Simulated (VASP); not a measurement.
**Al: single point with PBE**

Al:

```
Al
1.0
     0.00000    2.02481    2.02481
     2.02481    0.00000    2.02481
     2.02481    2.02481    0.00000
Al
1
Direct
  0.00000 0.00000 0.00000
```

```
Program             : VASP 6.6.1
Task                : single point
Functional          : PBE
Potentials or basis : VASP PAW PBE potentials, release 64 (Al)
Cutoff              : 520 eV
k mesh              : 11 × 11 × 11
Occupations         : gaussian, width 0.017 eV
Spin                : no spin polarisation
```

| Property | Result |
| --- | --- |
| Pressure | -0.5 GPa |

Levels at points of the mesh, in eV from the Fermi level:
```tsv
k point	band 1	band 2	band 3	band 4	band 5
(0.00, 0.00, 0.00)	-11.11	12.56	12.56	12.56	14.01
```

It took 8.2 s on 1 thread of Intel Xeon 8259CL, on a shared host, peak memory 0.13 GiB.
